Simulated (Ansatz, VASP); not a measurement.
# Two plane-wave programs on Ru

File INCAR:

```
SYSTEM = Ru
PREC = Accurate
ENCUT = 600
EDIFF = 1E-6
ISMEAR = 0
SIGMA = 0.1
LREAL = .False.
LASPH = .True.
NELM = 100
ALGO = Fast
ISIF = 3
LWAVE = .False.
LCHARG = .False.
GGA = PE
IBRION = 2
NSW = 80
EDIFFG = -0.05
```

Contents of KPOINTS:

```
Automatic mesh
0
Gamma
  8 8 8
  0 0 0
```

Contents of POSCAR:

```
Ru
1.0
    0.0000000000      1.9515759054      1.9515759054
    1.9515759054      0.0000000000      1.9515759054
    1.9515759054      1.9515759054      0.0000000000
Ru
1
Direct
    0.0000000000      0.0000000000      0.0000000000
```

Input for Ansatz:

```yaml
crystal:
  lattice:
    - [0.0, 1.9515759055, 1.9515759055]
    - [1.9515759055, 0.0, 1.9515759055]
    - [1.9515759055, 1.9515759055, 0.0]
  atoms:
    - { symbol: Ru, position: [0.0, 0.0, 0.0] }
basis:
  ecutwfc: 420
kpoints:
  mp_grid: { grid: [8, 8, 8] }
hamiltonian:
  xc: pbe
scf:
  occupations: { method: gaussian, width: 0.1 }
output:
  forces: true
  stress: true
  eigenvalues: true
relax:
  adjacent_minimum: "off"
  f_tol: 0.05
  max_steps: 60
  cell: { stress_tol: 0.5 }
```

Alike in both runs: task relaxation of cell and atoms; functional PBE; k mesh 8 × 8 × 8; occupations gaussian, width 0.1 eV; no spin polarisation.

|  | VASP | Ansatz |
| --- | --- | --- |
| version | VASP 6.6.1 | Ansatz 0.2.0 |
| potentials or method | VASP PAW PBE potentials, release 64 (Ru_pv), cutoff 600 eV | scalar-relativistic, plane waves, PAW |
| valence electrons in the cell | 14 | 16 |

|  | VASP | Ansatz | Ansatz less VASP |
| --- | --- | --- | --- |
| gap on the k mesh at the Fermi level, each at its own relaxed structure (eV) | none | none | - |
| relaxed volume (Å³/atom) | 13.81 | 13.79 | -0.015 |
| relaxed cell length with the largest relative difference (Å) | 2.693 | 2.692 | -0.0010 |

A gap of «none» marks a metal or a gap that the smearing closes. VASP's potentials hold 14 valence electrons a cell and Ansatz's 16, so a difference there can come from the potentials and not from the codes.
